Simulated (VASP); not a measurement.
BAs:

```
B As
1.0
     0.00000    2.42775    2.42775
     2.42775    0.00000    2.42775
     2.42775    2.42775    0.00000
B As
1 1
Direct
  0.00000 0.00000 0.00000
  0.25000 0.25000 0.25000
```

This cell differs from its parent crystal: strain +1.5%.

Base run:

| Property | Result |
| --- | --- |
| Program | VASP 6.6.1 |
| Functional | PBE |
| Potentials or basis | VASP PAW PBE potentials, release 64 (B, As) |
| Cutoff | 500 eV |
| k mesh | 6 × 6 × 6 |
| Occupations | gaussian, width 0.01 eV |
| Spin | no spin polarisation |

Its results: band gap on the k mesh 1.31 eV, indirect (least direct gap 3.21 eV); pressure -3.0 GPa.

Q: The run is repeated on the same cell with these changes: functional from PBE to HSE06; cutoff from 500 eV to 520 eV. What comes out?

A: Band gap on the k mesh 1.98 eV, indirect (least direct gap 4.05 eV); pressure -7.0 GPa.

HSE06 gives the wider gap, since exact exchange removes part of the self-interaction.

Caveats: the PAW data sets were made with another functional, which shifts forces and pressure a little (some runs).

A k mesh can miss the band edges.
